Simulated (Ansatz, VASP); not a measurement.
# Two plane-wave programs on CsBr

Contents of POSCAR:

```
CsBr
1.0
    4.4073839828      0.0000000000      0.0000000000
    0.0000000000      4.4073839828      0.0000000000
    0.0000000000      0.0000000000      4.4073839828
Cs Br
1 1
Direct
    0.0000000000      0.0000000000      0.0000000000
    0.5000000000      0.5000000000      0.5000000000
```

The input INCAR.step1:

```
SYSTEM = CsBr
PREC = Accurate
ENCUT = 550
ISMEAR = 0
SIGMA = 0.02
LREAL = .FALSE.
LASPH = .TRUE.
NELM = 120
NBANDS = 15
GGA = PE
ALGO = Normal
EDIFF = 1E-5
LWAVE = .TRUE.
LCHARG = .FALSE.
GGA_COMPAT = .FALSE.
```

Contents of INCAR.step2:

```
SYSTEM = CsBr
PREC = Accurate
ENCUT = 550
EDIFF = 1E-6
ISMEAR = 0
SIGMA = 0.02
LREAL = .FALSE.
LASPH = .TRUE.
NELM = 120
ALGO = Normal
ISIF = 2
LWAVE = .FALSE.
LCHARG = .FALSE.
METAGGA = R2SCAN
LMIXTAU = .TRUE.
NBANDS = 15
ISTART = 1
GGA_COMPAT = .FALSE.
```

The input KPOINTS:

```
Automatic mesh
0
G
  6 6 6
  0 0 0
```

Input for Ansatz:

```yaml
crystal:
  lattice:
    - [4.4073839693, 0.0, 0.0]
    - [0.0, 4.4073839693, 0.0]
    - [0.0, 0.0, 4.4073839693]
  atoms:
    - { symbol: Cs, position: [0.0, 0.0, 0.0] }
    - { symbol: Br, position: [0.5, 0.5, 0.5] }
basis:
  ecutwfc: 500
kpoints:
  mp_grid: { grid: [6, 6, 6] }
hamiltonian:
  xc: r2scan
scf:
  occupations: { method: gaussian, width: 0.02 }
output:
  forces: true
  stress: true
  eigenvalues: true
```

Alike in both runs: task single point; functional r2SCAN; k mesh 6 × 6 × 6; occupations gaussian, width 0.02 eV; no spin polarisation.

|  | VASP | Ansatz |
| --- | --- | --- |
| version | VASP 6.6.1 | Ansatz 0.2.0 |
| potentials or method | VASP PAW PBE potentials, release 64 (Cs_sv, Br), cutoff 550 eV | scalar-relativistic, plane waves, PAW |
| valence electrons in the cell | 16 | 16 |

VASP gave:

```
gap on the k mesh at the Fermi level (eV) : 4.93
least direct gap on the mesh (eV)         : 4.96
pressure (GPa)                            : -0.7
```

Q: What did Ansatz give for the same quantities?

A: gap on the k mesh at the Fermi level (eV): 4.95; least direct gap on the mesh (eV): 4.97; pressure (GPa): -0.8.

VASP's potentials were made for PBE, not for r2SCAN.

Neither program's run includes spin-orbit coupling.
